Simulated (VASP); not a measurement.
## Si: single point with r2SCAN

Si:

```
Si
1.0
     0.00000    2.61322    2.93987
     2.61322    0.00000    2.93987
     2.61322    2.61322    0.00000
Si
2
Direct
  0.50000 0.50000 0.50000
  0.75000 0.75000 0.75000
```

This cell differs from its parent crystal: strain -0.040 along x and y, +0.080 along z.

- Program: VASP 6.6.1
- Task: single point
- Functional: r2SCAN
- Potentials or basis: VASP PAW PBE potentials, release 64 (Si)
- Cutoff: 520 eV
- k mesh: 8 × 8 × 8
- Occupations: gaussian, width 0.05 eV
- Spin: no spin polarisation
- Dipole correction: no
- Further INCAR settings: ALGO = Normal; EDIFF = 1e-06; NBANDS = 11

The pressure is -0.1 GPa and the band gap on the k mesh is 0.13 eV, indirect (least direct gap 1.93 eV).

Stress tensor (GPa, compression positive):
```
  4.86   0.00   0.00
  0.00   4.86   0.00
  0.00   0.00 -10.15
```

Levels at points of the mesh, in eV from the valence-band top:
```tsv
k point	band 2	band 3	band 4	band 5	band 6	band 7
(0.00, 0.00, 0.00)	-1.02	0.00	0.00	2.32	2.32	2.77
(0.50, 0.00, 0.00)	-7.60	-2.24	-0.97	0.97	3.40	3.73
(0.50, 0.50, 0.00)	-8.98	-2.69	-2.69	1.27	1.27	10.52
(0.50, 0.00, 0.50)	-8.24	-3.62	-3.62	0.27	0.27	9.20
```

Wall time 49 s on 1 thread of Intel(R) Xeon(R) Platinum 8559C (Emerald Rapids), on a shared host, peak memory 0.17 GiB.

Caveat: the cell differs from its parent crystal (strain -0.040 along x and y, +0.080 along z); the PAW data sets were made with another functional, which shifts forces and pressure a little. A k mesh can miss the band edges.
